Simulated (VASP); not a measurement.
A run of VASP 6.6.1 is set up as follows.

The input INCAR:

```
SYSTEM = PbS
ALGO     = Normal         ! electronic algorithm
EDIFF    = 1E-6           ! SCF threshold, eV
ENCUT    = 520            ! plane-wave cutoff, eV
GGA      = RP             ! functional
ISIF     = 2              ! what is computed and relaxed
ISMEAR   = -1             ! smearing method
LASPH    = .TRUE.         ! aspherical terms in the spheres
LCHARG   = .FALSE.        ! write CHGCAR
LREAL    = .FALSE.        ! projectors in reciprocal space
LWAVE    = .FALSE.        ! write WAVECAR
NBANDS   = 28             ! bands
NELM     = 100            ! most SCF steps
PREC     = Accurate       ! precision mode
SIGMA    = 0.05           ! smearing width, eV
```

Contents of KPOINTS:

```
k-points
0
G
  7 7 6
  0 0 0
```

File POSCAR:

```
PbS
1.0
    2.1519250811     -8.1658820592      0.0000000000
    2.1519250811      8.1658820592      0.0000000000
    0.0000000000      0.0000000000      4.3115104322
Pb S
2 2
Direct
    0.1640190059      0.8359809941      0.2500000000
    0.8359809941      0.1640190059      0.7500000000
    0.3296829241      0.6703170759      0.2500000000
    0.6703170759      0.3296829241      0.7500000000
```

Potentials or basis: VASP PAW PBE potentials, release 64 (Pb_d, S).

Launch:

```sh
$ cat potpaw_PBE.64/Pb_d/POTCAR potpaw_PBE.64/S/POTCAR > POTCAR
$ mpirun -np 1 vasp_std > vasp.out
```

Q: What does it give for the pressure?

A: -0.1 GPa.

Q: What does it give for the largest force?

A: 0.006 eV/Å.

Forces on the atoms (eV/Å):
```
Pb   0.000 -0.006  0.000
Pb   0.000  0.006  0.000
S    0.000 -0.002  0.000
S    0.000  0.002  0.000
```

Caveat: the PAW data sets were made with another functional, which shifts forces and pressure a little.
